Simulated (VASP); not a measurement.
A run of VASP 6.6.1:

File INCAR:

```
SYSTEM = FeRe6Pb2
PREC = Accurate ; ENCUT = 520
EDIFF = 1E-6 ; ISMEAR = -1
SIGMA = 0.1 ; LREAL = .FALSE.
LASPH = .TRUE. ; NELM = 100
ALGO = Normal ; ISIF = 2
LWAVE = .FALSE. ; LCHARG = .FALSE.
GGA = PE ; NBANDS = 49
```

File KPOINTS:

```
regular mesh
0
G
  3 3 5
  0 0 0
```

File POSCAR:

```
FeRe6Pb2
1.0
    7.1122460000      0.0000000000      0.0000000000
   -3.5561230000      6.1593900000      0.0000000000
    0.0000000000      0.0000000000      3.6588450000
Pb Re Fe
2 6 1
Direct
    0.3333000000      0.6667000000      0.0000000000
    0.6667000000      0.3333000000      0.0000000000
    0.2420000000      0.0000000000      0.0000000000
    0.7580000000      0.7580000000      0.0000000000
    0.0000000000      0.2420000000      0.0000000000
    0.5970000000      0.0000000000      0.5000000000
    0.4030000000      0.4030000000      0.5000000000
    0.0000000000      0.5970000000      0.5000000000
    0.0000000000      0.0000000000      0.5000000000
```

Potentials or basis: VASP PAW PBE potentials, release 64 (Pb_d, Re, Fe).

The run is started by

```console
$ cat potpaw_PBE.64/Pb_d/POTCAR potpaw_PBE.64/Re/POTCAR potpaw_PBE.64/Fe/POTCAR > POTCAR
$ mpirun -np 1 vasp_std > vasp.out
```

Hardware: 1 thread of Intel(R) Xeon(R) Platinum 8375C CPU @ 2.90GHz (Ice Lake) (shared host).

Q: How long does it take, and how much memory?

A: It took 4.5 min on 1 thread of Intel(R) Xeon(R) Platinum 8375C CPU @ 2.90GHz (Ice Lake) (shared host), peak memory 0.32 GiB. Counts: scf iterations 27, k points 12.
